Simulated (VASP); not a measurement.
Input of a VASP 6.6.1 run:

Contents of INCAR:

```
SYSTEM = ZrSe2
PREC     = Accurate       ! precision mode
ENCUT    = 500            ! plane-wave cutoff, eV
EDIFF    = 1E-6           ! SCF threshold, eV
ISMEAR   = 0              ! smearing method
SIGMA    = 0.01           ! smearing width, eV
LREAL    = .FALSE.        ! projectors in reciprocal space
LASPH    = .TRUE.         ! aspherical terms in the spheres
NELM     = 120            ! most SCF steps
ALGO     = Normal         ! electronic algorithm
ISIF     = 2              ! what is computed and relaxed
LWAVE    = .FALSE.        ! write WAVECAR
LCHARG   = .TRUE.         ! write CHGCAR
GGA      = RP             ! functional
LELF     = .TRUE.         ! ELF
LVHAR    = .TRUE.       
NBANDS   = 19             ! bands
GGA_COMPAT= .FALSE.
```

File KPOINTS:

```
Automatic mesh
0
G
  6 6 3
  0 0 0
```

File POSCAR:

```
ZrSe2
1.0
    3.8456125651      0.0000000000      0.0000000000
   -1.9228062826      3.3303981745      0.0000000000
    0.0000000000      0.0000000000      8.1849490635
Zr Se
1 2
Direct
    0.0000000000      0.0000000000      0.0000000000
    0.3333333333      0.6666666667      0.1929344316
    0.6666666667      0.3333333333      0.8070655684
```

Potentials or basis: VASP PAW PBE potentials, release 64 (Zr_sv, Se).

Run with:

```bash
$ cat potpaw_PBE.64/Zr_sv/POTCAR potpaw_PBE.64/Se/POTCAR > POTCAR
$ mpirun -np 1 vasp_std > vasp.out
```

Predict the band gap on the k mesh.

0.62 eV (least direct gap 1.17 eV).

What does it give for the pressure?

0.0 GPa.

What does it give for the largest force?

0.012 eV/Å.

Forces in eV/Å, atoms in the order of the input:
```
Zr   0.000  0.000  0.000
Se   0.000  0.000  0.012
Se   0.000  0.000 -0.012
```

Caveat: the PAW data sets were made with another functional, which shifts forces and pressure a little; an odd mesh through Γ misses points on the zone boundary, where band edges can lie; this functional lacks dispersion, which binds the layers, so the pressure and a relaxed spacing across them are unreliable.

**The experiment to reproduce.**

“Stress-Tuned Optical Transitions in Layered 1T-MX2 (M= Hf, Zr, Sn; X= S, Se) Crystals”, 2022, arxiv:2210.12074 quotes, for a bulk crystal of ZrSe2: band gap 1.2 eV (indirect).

A measured gap of ZrSe2 is 1.2 eV (indirect; quoted in “Stress-Tuned Optical Transitions in Layered 1T-MX2 (M= Hf, Zr, Sn; X= S, Se) Crystals”, 2022, arxiv:2210.12074); the calculated 0.62 eV misses it by -0.58 eV. Spin-orbit coupling on Se, Zr is left out. The value is that of RPBE on a finite k mesh, which can miss the band edges, without temperature or zero-point motion. Semilocal functionals fall short of measured gaps as a rule.
